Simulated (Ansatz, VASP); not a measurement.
# One calculation of ZrBrF, two programs

```
CELL_PARAMETERS angstrom
3.71199 0.00000 0.00000
0.00000 3.71199 0.00000
0.00000 0.00000 5.29253
ATOMIC_POSITIONS crystal
Zr 0.00000 0.00000 0.00000
Br 0.50000 0.50000 0.00000
F 0.50000 0.50000 0.50000
```

Change from the starting cell: species swapped into the TmCoC type (Pmmm, No. 47).

Alike in both runs: task single point; functional PBE; k mesh 6 × 6 × 4; occupations gaussian, width 0.1 eV; collinear spin.

|  | VASP | Ansatz |
| --- | --- | --- |
| version | VASP 6.6.1 | Ansatz 0.2.0 |
| potentials or method | VASP PAW PBE potentials, release 64 (Zr_sv, Br, F), cutoff 520 eV | scalar-relativistic, plane waves, PAW |
| valence electrons in the cell | 26 | 26 |

```tsv
	VASP	Ansatz	Ansatz less VASP
gap on the k mesh at the Fermi level (eV)	none	none	-
pressure (GPa)	0.2	0.3	+0.04
traceless stress, the component that is largest in VASP (GPa)	-0.31	-0.28	+0.036
net moment per atom (μB)	0.24	0.24	0.000
size of the moment on the site where the two differ most (μB)	0.49	0.40	-0.088
```

Site moments also hang on the region over which each program counts them. A gap of «none» marks a metal or a gap that the smearing closes. With one functional, cell and mesh, what is left measures potentials, basis and numerics.
